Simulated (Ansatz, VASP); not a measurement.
## Ru in VASP and in Ansatz

Contents of POSCAR:

```
Ru
1.0
   -2.3361639092      2.3361639092      1.2744205368
    2.3361639092     -2.3361639092      1.2744205368
    2.3361639092      2.3361639092     -1.2744205368
Ru
2
Direct
    0.0000000000      0.0000000000      0.0000000000
    0.7500000000      0.2500000000      0.5000000000
```

The input INCAR.step1:

```
PREC     = Accurate       # precision mode
ENCUT    = 550            # plane-wave cutoff, eV
ISMEAR   = 0              # smearing method
SIGMA    = 0.1            # smearing width, eV
LREAL    = F              # projectors in reciprocal space
LASPH    = T              # aspherical terms in the spheres
NELM     = 120            # most SCF steps
NBANDS   = 21             # bands
GGA      = PE             # functional
ALGO     = Normal         # electronic algorithm
EDIFF    = 1E-5           # SCF threshold, eV
LWAVE    = T              # write WAVECAR
LCHARG   = F              # write CHGCAR
GGA_COMPAT= F
```

Contents of INCAR.step2:

```
PREC     = Accurate       # precision mode
ENCUT    = 550            # plane-wave cutoff, eV
EDIFF    = 1E-6           # SCF threshold, eV
ISMEAR   = 0              # smearing method
SIGMA    = 0.1            # smearing width, eV
LREAL    = F              # projectors in reciprocal space
LASPH    = T              # aspherical terms in the spheres
NELM     = 120            # most SCF steps
ALGO     = Normal         # electronic algorithm
ISIF     = 2              # what is computed and relaxed
LWAVE    = F              # write WAVECAR
LCHARG   = F              # write CHGCAR
METAGGA  = R2SCAN         # meta-GGA
LMIXTAU  = T            
NBANDS   = 21             # bands
ISTART   = 1            
GGA_COMPAT= F
```

The input KPOINTS:

```
regular mesh
0
Gamma
  8 8 8
```

Input for Ansatz:

```yaml
crystal:
  lattice:
    - [-2.3361639092, 2.3361639092, 1.2744205368]
    - [2.3361639092, -2.3361639092, 1.2744205368]
    - [2.3361639092, 2.3361639092, -1.2744205368]
  atoms:
    - { symbol: Ru, position: [0.0, 0.0, 0.0] }
    - { symbol: Ru, position: [0.75, 0.25, 0.5] }
basis:
  ecutwfc: 500
kpoints:
  mp_grid: { grid: [8, 8, 8] }
hamiltonian:
  xc: r2scan
scf:
  occupations: { method: gaussian, width: 0.1 }
  lower_state_search: "off"
output:
  forces: true
  stress: true
  eigenvalues: true
```

Alike in both runs: task single point; functional r2SCAN; k mesh 8 × 8 × 8; occupations gaussian, width 0.1 eV; no spin polarisation.

```csv
,VASP,Ansatz
version,VASP 6.6.1,Ansatz 0.2.0
potentials or method,"VASP PAW PBE potentials, release 64 (Ru_pv), cutoff 550 eV","scalar-relativistic, plane waves, PAW"
valence electrons in the cell,28,32
```

Ansatz gave:

- gap on the k mesh at the Fermi level (eV): none
- pressure (GPa): 24.1
- traceless stress, the component that is largest in VASP (GPa): 5.73

**Question.** What did VASP give for the same quantities?

**Answer.** gap on the k mesh at the Fermi level (eV): none; pressure (GPa): 25.8; traceless stress, the component that is largest in VASP (GPa): 5.49.

VASP's potentials were made for PBE, not for r2SCAN. A gap of «none» marks a metal or a gap that the smearing closes. VASP's potentials hold 28 valence electrons a cell and Ansatz's 32, so a difference there can come from the potentials and not from the codes.
